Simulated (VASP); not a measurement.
# PbS (P-6m2) in VASP: notebook, part 2 of 2

VASP 6.6.1.

**3. Single point, r2SCAN**

This run uses another cell than the first one, of 28.53 Å³/atom.

Contents of POSCAR:

```
PbS
1.0
    4.1435156701      0.0000000000      0.0000000000
   -2.0717578350      3.5883898313      0.0000000000
    0.0000000000      0.0000000000      3.8380170193
Pb S
1 1
Direct
    0.0000000000      0.0000000000      0.0000000000
    0.6666666667      0.3333333333      0.5000000000
```

Contents of INCAR.step1:

```
SYSTEM = PbS
ALGO = Normal
EDIFF = 1E-4
ENCUT = 520
GGA = PE
ISMEAR = -1
LASPH = .True.
LCHARG = .False.
LREAL = .False.
LWAVE = .True.
NBANDS = 17
NELM = 60
PREC = Accurate
SIGMA = 0.05
```

Contents of INCAR.step2:

```
SYSTEM = PbS
ALGO = Normal
EDIFF = 1E-6
ENCUT = 520
ISIF = 2
ISMEAR = -1
ISTART = 1
LASPH = .True.
LCHARG = .True.
LELF = .True.
LMIXTAU = .True.
LREAL = .False.
LVHAR = .True.
LWAVE = .False.
METAGGA = R2SCAN
NBANDS = 17
NELM = 60
PREC = Accurate
SIGMA = 0.05
```

Contents of KPOINTS:

```
k-points
0
Gamma
  8 8 7
  0 0 0
```

Potentials or basis: VASP PAW PBE potentials, release 64 (Pb_d, S).

Run with:

```bash
> cat potpaw_PBE.64/Pb_d/POTCAR potpaw_PBE.64/S/POTCAR > POTCAR
> cp INCAR.step1 INCAR
> mpirun -np 1 vasp_std > vasp.out
> cp INCAR.step2 INCAR
> mpirun -np 1 vasp_std > vasp.out
```

OUTCAR:

```text
SYSTEM = PbS
   EDIFF = 1E-6
   ENCUT = 520
   ISIF = 2
   ISMEAR = -1
   ISTART = 1
   LASPH = .True.
   LREAL = .False.
   METAGGA = R2SCAN
   NELM = 60
   PREC = Accurate

 ion  position               nearest neighbor table
   1  0.000  0.000  0.000-   2 3.07   2 3.07   2 3.07   2 3.07   2 3.07   2 3.07
   2  0.667  0.333  0.500-   1 3.07   1 3.07   1 3.07   1 3.07   1 3.07   1 3.07

  LATTYP: Found a hexagonal cell.
 ALAT       =     4.1435156701
 C/A-ratio  =     0.9262706660

  Lattice vectors:

 A1 = (   4.1435156701,   0.0000000000,   0.0000000000)
 A2 = (  -2.0717578350,   3.5883898313,   0.0000000000)
 A3 = (   0.0000000000,   0.0000000000,   3.8380170193)

Analysis of symmetry for initial positions (statically):
=====================================================================
 Subroutine PRICEL returns:
 Original cell was already a primitive cell.

 Routine SETGRP: Setting up the symmetry group for a
 hexagonal supercell.

 Subroutine GETGRP returns: Found 12 space group operations
 (whereof 12 operations were pure point group operations)
 out of a pool of 24 trial point group operations.

The static configuration has the point symmetry D_3h.
[... 160 lines left out ...]

 E-fermi :   4.7101     XC(G=0):  -9.7896

 val. band max:        4.4806103960   @ k =   0.3750   0.2500   0.0000
 cond. band min:       4.9740157470   @ k =   0.3750   0.2500   0.4286
 fundamental gap:      0.4934053510
 Fermi energy:         4.7100934032

 k-point     1 :       0.0000    0.0000    0.0000
  band No.  band energies     occupation
      1     -12.9066      2.00000
      2     -12.8962      2.00000
      3     -12.8962      2.00000
      4     -12.7990      2.00000
      5     -12.7990      2.00000
      6      -8.8307      2.00000
[... 457 lines left out ...]
      4     -12.8307      2.00000
      5     -12.8145      2.00000
      6      -7.6214      2.00000
[... 9 lines left out ...]
     16      15.5306      0.00000
     17      17.0588      0.00000

 [... further k-points ...]

------------------------ aborting loop because EDIFF is reached ----------------------------------------

  FORCE on cell =-STRESS in cart. coord.  units (eV):
  Direction    XX          YY          ZZ          XY          YZ          ZX
  --------------------------------------------------------------------------------------
  -------------------------------------------------------------------------------------
  Total       -0.9450163     -0.9450163     -1.1417019     -0.0000000      0.0000000      0.0000000
  in kB      -26.5322677    -26.5322677    -32.0544114     -0.0000000      0.0000000      0.0000000
  external PRESSURE =     -28.3729822 kB  Pullay stress =       0.0000000 kB

 VOLUME and BASIS-vectors are now :
 -----------------------------------------------------------------------------
  energy-cutoff  :      520.00
  volume of cell :       57.07
      direct lattice vectors                 reciprocal lattice vectors
     4.143515670  0.000000000  0.000000000     0.241340948  0.139338261  0.000000000
    -2.071757835  3.588389831  0.000000000     0.000000000  0.278676523  0.000000000
     0.000000000  0.000000000  3.838017019     0.000000000  0.000000000  0.260551216

 POSITION                                       TOTAL-FORCE (eV/Angst)
 -----------------------------------------------------------------------------------
      0.00000      0.00000      0.00000        -0.000000      0.000000      0.000000
      2.07176      1.19613      1.91901         0.000000      0.000000      0.000000
 -----------------------------------------------------------------------------------
    total drift:                               -0.000000      0.000000      0.000000

  FREE ENERGIE OF THE ION-ELECTRON SYSTEM (eV)
  ---------------------------------------------------
  free  energy   TOTEN  =       -65.3127646088 eV

  energy  without entropy=      -65.3126023766  energy(sigma->0) =      -65.31268349
```

OUTCAR.step1:

```text
SYSTEM = PbS
   EDIFF = 1E-4
   ENCUT = 520
   GGA = PE
   ISMEAR = -1
   LASPH = .True.
   LREAL = .False.
[... 701 lines left out ...]
      0.00000      0.00000      0.00000         0.000000     -0.000000      0.000000
      2.07176      1.19613      1.91901        -0.000000      0.000000      0.000000
 -----------------------------------------------------------------------------------
    total drift:                                0.000000     -0.000000      0.000000

  FREE ENERGIE OF THE ION-ELECTRON SYSTEM (eV)
  ---------------------------------------------------
  free  energy   TOTEN  =        -8.5106957581 eV

  energy  without entropy=       -8.5102282342  energy(sigma->0) =       -8.51046200
```

OSZICAR.step1:

```text
N       E                     dE             d eps       ncg     rms          rms(c)
DAV:   1     0.156799895819E+03    0.15680E+03   -0.96001E+03  1360   0.123E+03
DAV:   2     0.325965090445E+01   -0.15354E+03   -0.14808E+03  1460   0.299E+02
DAV:   3    -0.884254742681E+01   -0.12102E+02   -0.11913E+02  1738   0.913E+01
DAV:   4    -0.916360706140E+01   -0.32106E+00   -0.32079E+00  1806   0.169E+01
DAV:   5    -0.917489735751E+01   -0.11290E-01   -0.11290E-01  1995   0.291E+00    0.424E+00
DAV:   6    -0.851602931386E+01    0.65887E+00   -0.18935E+00  2096   0.868E+00    0.308E+00
DAV:   7    -0.851097644407E+01    0.50529E-02   -0.15673E-01  1621   0.196E+00    0.177E+00
DAV:   8    -0.851085545664E+01    0.12099E-03   -0.19879E-02  1645   0.138E+00    0.280E-01
DAV:   9    -0.851039799624E+01    0.45746E-03   -0.53207E-03  2145   0.510E-01    0.128E-01
DAV:  10    -0.851068515732E+01   -0.28716E-03   -0.63945E-04  1606   0.136E-01    0.736E-02
DAV:  11    -0.851069575811E+01   -0.10601E-04   -0.60402E-05  1387   0.781E-02
   1 F= -.85106958E+01 E0= -.85104620E+01  d E =-.467524E-03
```

Run time: 2 min. Hardware: 1 thread of Intel Xeon Platinum 8259CL at 2.50GHz (Skylake/Cascade Lake), shared host; peak memory 0.2 GiB.

Results:

```
Free energy            : -65.3128 eV
Pressure               : -2.8 GPa
Band gap on the k mesh : 0.49 eV (least direct gap 1.91 eV)
```

Stress tensor (GPa, compression positive):
```
-2.65  0.00  0.00
 0.00 -2.65  0.00
 0.00  0.00 -3.21
```

Caveat: the PAW data sets were made with another functional, which shifts forces and pressure a little; spin-orbit coupling is left out, which moves the levels of the heavy elements; an odd mesh through Γ misses points on the zone boundary, where band edges can lie.

**4. Single point, r2SCAN**

This run uses another cell than the first one, of 29.08 Å³/atom.

Contents of POSCAR:

```
PbS
1.0
    4.1699082012      0.0000000000      0.0000000000
   -2.0849541005      3.6112464337      0.0000000000
    0.0000000000      0.0000000000      3.8624636467
Pb S
1 1
Direct
    0.0000000000      0.0000000000      0.0000000000
    0.6666666667      0.3333333333      0.5000000000
```

Contents of INCAR.step1:

```
ALGO = Normal
EDIFF = 1E-4
ENCUT = 520
GGA = PE
ISMEAR = -1
LASPH = T
LCHARG = F
LREAL = F
LWAVE = T
NBANDS = 17
NELM = 100
PREC = Accurate
SIGMA = 0.05
```

Contents of INCAR.step2:

```
ALGO = Normal
EDIFF = 1E-7
ENCUT = 520
ISIF = 2
ISMEAR = -1
ISTART = 1
LASPH = T
LCHARG = F
LMIXTAU = T
LREAL = F
LWAVE = F
METAGGA = R2SCAN
NBANDS = 17
NELM = 100
PREC = Accurate
SIGMA = 0.05
```

Contents of KPOINTS:

```
k-points
0
Gamma
  8 8 7
```

Run with:

```bash
> cat potpaw_PBE.64/Pb_d/POTCAR potpaw_PBE.64/S/POTCAR > POTCAR
> cp INCAR.step1 INCAR
> mpirun -np 1 vasp_std > vasp.out
> cp INCAR.step2 INCAR
> mpirun -np 1 vasp_std > vasp.out
```

Run time: 2.1 min. Hardware: 1 thread of Intel Xeon Platinum 8259CL at 2.50GHz (Skylake/Cascade Lake), shared host; peak memory 0.2 GiB.

The run converged. Its results:

| Property | Result |
| --- | --- |
| Free energy | -65.2910 eV |
| Pressure | -3.6 GPa |
| Band gap on the k mesh | 0.56 eV (least direct gap 1.90 eV) |

Stress tensor (GPa, compression positive):
```
-3.36  0.00  0.00
 0.00 -3.36  0.00
 0.00  0.00 -4.19
```

Levels at points of the mesh, in eV from the valence-band top:
```tsv
k point	band 6	band 7	band 8	band 9	band 10	band 11	band 12	band 13	band 14	band 15
(0.00, 0.00, 0.00)	-13.16	-6.55	-1.90	-1.45	-1.45	3.83	3.83	6.01	6.70	7.42
(0.50, 0.00, 0.00)	-12.19	-8.34	-2.40	-1.56	-0.98	2.21	4.27	5.48	6.06	11.59
```

Caveat: the cell stands under tension; the PAW data sets were made with another functional, which shifts forces and pressure a little; spin-orbit coupling is left out, which moves the levels of the heavy elements; an odd mesh through Γ misses points on the zone boundary, where band edges can lie.

**5. Summary**

| cell | gap on the mesh (eV) | pressure (GPa) |
| --- | --- | --- |
| a = 4.117, b = 4.117, c = 3.813 Å, angles 90.0, 90.0, 120.0°, 2 atoms | 0.42 | -1.9 |
| a = 4.144, b = 4.144, c = 3.838 Å, angles 90.0, 90.0, 120.0°, 2 atoms | 0.49 | -2.8 |
| a = 4.170, b = 4.170, c = 3.862 Å, angles 90.0, 90.0, 120.0°, 2 atoms | 0.56 | -3.6 |

Alike in all rows: task single point; level r2SCAN; potentials or basis VASP PAW PBE potentials, release 64 (Pb_d, S); no spin polarisation; k mesh 8 × 8 × 7; cutoff (eV) 520; smearing fermi-dirac 0.05 eV.

Caveats: the PAW data sets were made with another functional, which shifts forces and pressure a little; spin-orbit coupling is left out, which moves the levels of the heavy elements; an odd mesh through Γ misses points on the zone boundary, where band edges can lie; the cell stands under tension (at least some runs).

Total energies depend on the potentials used, so only differences within one code and one set of settings carry meaning.
